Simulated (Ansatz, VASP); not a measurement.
**Ge: VASP beside Ansatz**

Contents of INCAR:

```
PREC     = Accurate       # precision mode
ENCUT    = 600            # plane-wave cutoff, eV
EDIFF    = 1E-6           # SCF threshold, eV
ISMEAR   = 0              # smearing method
SIGMA    = 0.1            # smearing width, eV
LREAL    = False          # projectors in reciprocal space
LASPH    = True           # aspherical terms in the spheres
NELM     = 60             # most SCF steps
ALGO     = Normal         # electronic algorithm
ISIF     = 3              # what is computed and relaxed
LWAVE    = False          # write WAVECAR
LCHARG   = False          # write CHGCAR
GGA      = PE             # functional
IBRION   = 2              # ionic algorithm
NSW      = 100            # ionic steps
EDIFFG   = -0.01          # ionic threshold
```

KPOINTS

```
Automatic mesh
0
Gamma
  16 16 16
```

The input POSCAR:

```
Ge
1.0
    0.0000000000      2.8374271074      2.8374271074
    2.8374271074      0.0000000000      2.8374271074
    2.8374271074      2.8374271074      0.0000000000
Ge
2
Direct
    0.5000000000      0.5000000000      0.5000000000
    0.7500000000      0.7500000000      0.7500000000
```

Input for Ansatz:

```yaml
crystal:
  lattice:
    - [0.0, 2.8374271074, 2.8374271074]
    - [2.8374271074, 0.0, 2.8374271074]
    - [2.8374271074, 2.8374271074, 0.0]
  atoms:
    - { symbol: Ge, position: [0.5, 0.5, 0.5] }
    - { symbol: Ge, position: [0.75, 0.75, 0.75] }
basis:
  ecutwfc: 420
kpoints:
  mp_grid: { grid: [16, 16, 16] }
hamiltonian:
  xc: pbe
scf:
  occupations: { method: gaussian, width: 0.1 }
output:
  forces: true
  stress: true
  eigenvalues: true
relax:
  adjacent_minimum: "off"
  f_tol: 0.01
  max_steps: 80
  cell: { stress_tol: 0.05 }
```

Alike in both runs: task relaxation of cell and atoms; functional PBE; k mesh 16 × 16 × 16; occupations gaussian, width 0.1 eV; no spin polarisation.

```csv
,VASP,Ansatz
version,VASP 6.6.1,Ansatz 0.2.0
potentials or method,"VASP PAW PBE potentials, release 64 (Ge_d), cutoff 600 eV","scalar-relativistic, plane waves, PAW"
valence electrons in the cell,28,28
```

|  | VASP | Ansatz | Ansatz less VASP |
| --- | --- | --- | --- |
| gap on the k mesh at the Fermi level, each at its own relaxed structure (eV) | none | none | - |
| relaxed volume (Å³/atom) | 23.85 | 23.90 | +0.050 |
| relaxed cell length with the largest relative difference (Å) | 4.071 | 4.074 | +0.0028 |

A gap of «none» marks a metal or a gap that the smearing closes.
